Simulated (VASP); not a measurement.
Mg16O17 (a cell with a defect), 33 atoms in the cell. The cell holds a defect, 33 atoms: a = 7.369 Å, b = 7.369 Å, c = 7.369 Å, α = 109.47°, β = 109.47°, γ = 109.47°. 

```yaml
Program: VASP 6.6.1
Task: single point
Functional: PBE
Potentials_or_basis: VASP PAW PBE potentials, release 64 (Mg_sv, O)
Cutoff: 620 eV
k_mesh: 1 × 1 × 1
Occupations: fermi-dirac, width 0.01 eV
Spin: no spin polarisation
Dipole_correction: no
Further_INCAR_settings: LREAL = Auto; ALGO = Normal; EDIFF = 1e-06; NBANDS = 153
```

Potentials or basis: VASP PAW PBE potentials, release 64 (Mg_sv, O).

Command:

```console
$ cat potpaw_PBE.64/Mg_sv/POTCAR potpaw_PBE.64/O/POTCAR > POTCAR
$ mpirun -np 1 vasp_gam > vasp.out
```

Hardware: 1 thread of Intel(R) Xeon(R) Platinum 8375C CPU @ 2.90GHz (Ice Lake), on a shared host.

Question: How long does it take, and how much memory?

Answer: Run time: 2.5 min on 1 thread of Intel(R) Xeon(R) Platinum 8375C CPU @ 2.90GHz (Ice Lake), with other jobs on the host, peak memory 0.44 GiB. Counts: scf iterations 15, k points 1.
